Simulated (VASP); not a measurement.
# BaTe (Fm-3m) in VASP: a series of runs, part 2 of 2

VASP 6.6.1. The steps go on from the part before.

### Step 4. Electric field gradients, PBEsol (40.44 Å³/atom)

This run uses another cell than the first one, of 40.44 Å³/atom.

INCAR

```
PREC     = Accurate       # precision mode
ENCUT    = 520            # plane-wave cutoff, eV
EDIFF    = 1E-8           # SCF threshold, eV
ISMEAR   = -1             # smearing method
SIGMA    = 0.05           # smearing width, eV
LREAL    = F              # projectors in reciprocal space
LASPH    = T              # aspherical terms in the spheres
NELM     = 100            # most SCF steps
ALGO     = Normal         # electronic algorithm
ISIF     = 2              # what is computed and relaxed
LWAVE    = F              # write WAVECAR
LCHARG   = F              # write CHGCAR
GGA      = PS             # functional
LEFG     = T            
NBANDS   = 15             # bands
```

KPOINTS

```
regular mesh
0
Gamma
  10 10 10
```

POSCAR

```
BaTe
1.0
    0.0000000000      3.4325834396      3.4325834396
    3.4325834396      0.0000000000      3.4325834396
    3.4325834396      3.4325834396      0.0000000000
Ba Te
1 1
Direct
    0.0000000000      0.0000000000      0.0000000000
    0.5000000000      0.5000000000      0.5000000000
```

Potentials or basis: VASP PAW PBE potentials, release 64 (Ba_sv, Te).

On the command line:

```sh
> cat potpaw_PBE.64/Ba_sv/POTCAR potpaw_PBE.64/Te/POTCAR > POTCAR
> mpirun -np 1 vasp_std > vasp.out
```

OUTCAR:

```text
PREC = Accurate
   ENCUT = 520
   EDIFF = 1E-8
   ISMEAR = -1
   LREAL = F
   LASPH = T
   NELM = 100
   ISIF = 2
   GGA = PS

 ion  position               nearest neighbor table
   1  0.000  0.000  0.000-   2 3.43   2 3.43   2 3.43   2 3.43   2 3.43   2 3.43
   2  0.500  0.500  0.500-   1 3.43   1 3.43   1 3.43   1 3.43   1 3.43   1 3.43

  LATTYP: Found a face centered cubic cell.
 ALAT       =     6.8651668792

  Lattice vectors:

 A1 = (   0.0000000000,   3.4325834396,   3.4325834396)
 A2 = (   3.4325834396,   0.0000000000,   3.4325834396)
 A3 = (   3.4325834396,   3.4325834396,   0.0000000000)

Analysis of symmetry for initial positions (statically):
=====================================================================
 Subroutine PRICEL returns:
 Original cell was already a primitive cell.

 Routine SETGRP: Setting up the symmetry group for a
 face centered cubic supercell.

 Subroutine GETGRP returns: Found 48 space group operations
 (whereof 48 operations were pure point group operations)
 out of a pool of 48 trial point group operations.

The static configuration has the point symmetry O_h .

Analysis of symmetry for dynamics (positions and initial velocities):
=====================================================================
 Subroutine PRICEL returns:
 Original cell was already a primitive cell.

 Routine SETGRP: Setting up the symmetry group for a
 face centered cubic supercell.

 Subroutine GETGRP returns: Found 48 space group operations
 (whereof 48 operations were pure point group operations)
 out of a pool of 48 trial point group operations.

The dynamic configuration has the point symmetry O_h .

 Subroutine INISYM returns: Found 48 space group operations
[... 166 lines left out ...]
     14       6.0632      0.00000
[... 401 lines left out ...]
      2      -9.7672      2.00000
      3      -9.5509      2.00000
      4      -9.5395      2.00000
      5      -6.7671      2.00000
      6       0.9253      2.00000
      7       1.9367      2.00000
      8       2.0414      2.00000
      9       4.2734      0.00000
     10       7.0193      0.00000
     11       7.1572      0.00000
     12       8.0365      0.00000
     13       8.0608      0.00000
     14       9.3277      0.00000
     15      10.6955      0.00000

 [... further k-points ...]
[... 5 lines left out ...]
  --------------------------------------------------------------------------------------
  -------------------------------------------------------------------------------------
  Total        0.7950672      0.7950672      0.7950672      0.0000000      0.0000000     -0.0000000
  in kB       15.7478439     15.7478439     15.7478439      0.0000000      0.0000000     -0.0000000
  external PRESSURE =      15.7478439 kB  Pullay stress =       0.0000000 kB

 VOLUME and BASIS-vectors are now :
 -----------------------------------------------------------------------------
  energy-cutoff  :      520.00
  volume of cell :       80.89
      direct lattice vectors                 reciprocal lattice vectors
     0.000000000  3.432583440  3.432583440    -0.145662883  0.145662883  0.145662883
     3.432583440  0.000000000  3.432583440     0.145662883 -0.145662883  0.145662883
     3.432583440  3.432583440  0.000000000     0.145662883  0.145662883 -0.145662883

 POSITION                                       TOTAL-FORCE (eV/Angst)
 -----------------------------------------------------------------------------------
      0.00000      0.00000      0.00000         0.000000     -0.000000      0.000000
      3.43258      3.43258      3.43258        -0.000000      0.000000     -0.000000
 -----------------------------------------------------------------------------------
    total drift:                                0.000000      0.000000      0.000000

  FREE ENERGIE OF THE ION-ELECTRON SYSTEM (eV)
  ---------------------------------------------------
  free  energy   TOTEN  =        -9.1744574525 eV

  energy  without entropy=       -9.1744574189  energy(sigma->0) =       -9.17445744

 Electric field gradients (V/A^2)
---------------------------------------------------------------------
 ion       V_xx      V_yy      V_zz      V_xy      V_xz      V_yz
---------------------------------------------------------------------
   1       0.000     0.000    -0.000     0.000     0.000     0.000
   2       0.000     0.000    -0.000     0.000     0.000     0.000
---------------------------------------------------------------------

 Electric field gradients after diagonalization (V/A^2)
 (convention: |V_zz| > |V_xx| > |V_yy|)
----------------------------------------------------------------------
 ion       V_xx      V_yy      V_zz     asymmetry (V_yy - V_xx)/ V_zz
----------------------------------------------------------------------
   1      -0.000    -0.000     0.000       0.000
   2      -0.000    -0.000     0.000       0.000
----------------------------------------------------------------------

           NMR quadrupolar parameters

 Cq : quadrupolar parameter    Cq=e*Q*V_zz/h
 eta: asymmetry parameters     (V_yy - V_xx)/ V_zz
 Q  : nuclear electric quadrupole moment in mb (millibarn)
----------------------------------------------------------------------
 ion       Cq(MHz)       eta       Q (mb)
----------------------------------------------------------------------
   1       0.000       0.000       1.000
   2       0.000       0.000       1.000
----------------------------------------------------------------------
```

OSZICAR:

```text
N       E                     dE             d eps       ncg     rms          rms(c)
DAV:   1     0.825011815117E+02    0.82501E+02   -0.62990E+03  1410   0.894E+02
DAV:   2    -0.425876159130E+01   -0.86760E+02   -0.79327E+02  1913   0.157E+02
DAV:   3    -0.917526435969E+01   -0.49165E+01   -0.48775E+01  1897   0.396E+01
DAV:   4    -0.928309140835E+01   -0.10783E+00   -0.10778E+00  1826   0.606E+00
DAV:   5    -0.928612265780E+01   -0.30312E-02   -0.30312E-02  1958   0.784E-01    0.396E+00
DAV:   6    -0.918201174273E+01    0.10411E+00   -0.10279E-01  1655   0.166E+00    0.258E+00
DAV:   7    -0.917272985615E+01    0.92819E-02   -0.82811E-02  1753   0.155E+00    0.743E-01
DAV:   8    -0.917420326283E+01   -0.14734E-02   -0.10145E-02  1564   0.585E-01    0.184E-01
DAV:   9    -0.917441223368E+01   -0.20897E-03   -0.55306E-04  1774   0.157E-01    0.489E-02
DAV:  10    -0.917444954976E+01   -0.37316E-04   -0.10319E-04  1746   0.661E-02    0.154E-02
DAV:  11    -0.917445969644E+01   -0.10147E-04   -0.30284E-05  1711   0.305E-02    0.171E-02
DAV:  12    -0.917445717290E+01    0.25235E-05   -0.92119E-06  1718   0.159E-02    0.918E-03
DAV:  13    -0.917445739389E+01   -0.22099E-06   -0.51808E-07  1718   0.466E-03    0.704E-04
DAV:  14    -0.917445740896E+01   -0.15073E-07   -0.20370E-08  1711   0.879E-04    0.731E-04
DAV:  15    -0.917445745359E+01   -0.44627E-07   -0.95289E-10  1125   0.231E-04    0.117E-04
DAV:  16    -0.917445745250E+01    0.10892E-08   -0.11545E-09   915   0.168E-04
   1 F= -.91744575E+01 E0= -.91744574E+01  d E =-.335708E-07
```

It took 31 s on 1 thread of Intel Xeon Platinum 8559C (Emerald Rapids), shared host; peak memory 0.23 GiB.

What came out:

- Free energy: -9.1745 eV
- Pressure: 1.6 GPa
- Band gap on the k mesh: 1.29 eV (least direct gap 1.68 eV)
- Largest electric field gradient by atom: under 0.05 V/Å² on every atom

Levels at points of the mesh, in eV from the valence-band top:
| k point | band 6 | band 7 | band 8 | band 9 | band 10 | band 11 |
| --- | --- | --- | --- | --- | --- | --- |
| (0.00, 0.00, 0.00) | 0.00 | 0.00 | 0.00 | 2.82 | 2.82 | 2.82 |
| (0.50, 0.00, 0.00) | -2.45 | -1.27 | -1.27 | 4.15 | 4.83 | 4.97 |
| (0.50, 0.50, 0.00) | -1.17 | -0.39 | -0.39 | 1.29 | 4.51 | 4.79 |

Caveat: the PAW data sets were made with another functional, which shifts forces and pressure a little; spin-orbit coupling is left out, which moves the levels of the heavy elements. A k mesh can miss the band edges.
